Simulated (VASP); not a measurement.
Runs of VASP 6.6.1 on Ge. The structure is that of space group Fd-3m (No. 227), or close to it. The cells are those of the table. 

```tsv
task	cell	k mesh	cutoff (eV)	smearing	gap on the mesh (eV)	pressure (GPa)	relaxed volume (Å³/atom)
single point	a = 4.011 Å, angles 60.0°, 2 atoms	10 × 10 × 10	520	methfessel-paxton 0.3 eV	0.33	0.1	-
single point	a = 4.064 Å, angles 60.0°, 2 atoms	9 × 9 × 9	520	fermi-dirac 0.05 eV	none	-2.4	-
single point	a = 4.011 Å, angles 60.0°, 2 atoms	9 × 9 × 9	520	fermi-dirac 0.05 eV	0.33	0.1	-
single point	a = 4.011 Å, angles 60.0°, 2 atoms	14 × 14 × 14	520	fermi-dirac 0.05 eV	0.33	0.2	-
single point	a = 4.011 Å, angles 60.0°, 2 atoms	5 × 5 × 5	550	fermi-dirac 0.1 eV	0.33	0.3	-
single point	a = 3.901 Å, angles 60.0°, 2 atoms	9 × 9 × 9	520	fermi-dirac 0.05 eV	0.70	7.5	-
single point	a = 4.010 Å, angles 60.0°, 2 atoms	5 × 5 × 5	550	fermi-dirac 0.05 eV	(a)	0.2	-
relaxation of cell and atoms	relaxed from a = 4.000 Å, angles 60.0°, 2 atoms	5 × 5 × 5	550	fermi-dirac 0.05 eV	0.32	0.0	(c)
relaxation of cell and atoms	relaxed from a = 4.000 Å, angles 60.0°, 2 atoms	5 × 5 × 5	600	fermi-dirac 0.05 eV	0.32	0.0	(b)
single point	a = 4.011 Å, angles 60.0°, 2 atoms	10 × 10 × 10	520	methfessel-paxton 1 eV	0.33	0.1	-
single point	a = 3.957 Å, angles 60.0°, 2 atoms	9 × 9 × 9	520	fermi-dirac 0.05 eV	0.58	3.4	-
```

Alike in all rows: level r2SCAN; potentials or basis VASP PAW PBE potentials, release 64 (Ge_d); no spin polarisation.

Q: Fill in the values left out.

A: (a) 0.34; (b) 22.84; (c) 22.85.

Caveats: the PAW data sets were made with another functional, which shifts forces and pressure a little.

A k mesh can miss the band edges, and the runs leave out spin-orbit coupling on Ge.

A gap of «none» marks levels without a gap at the run's occupations.
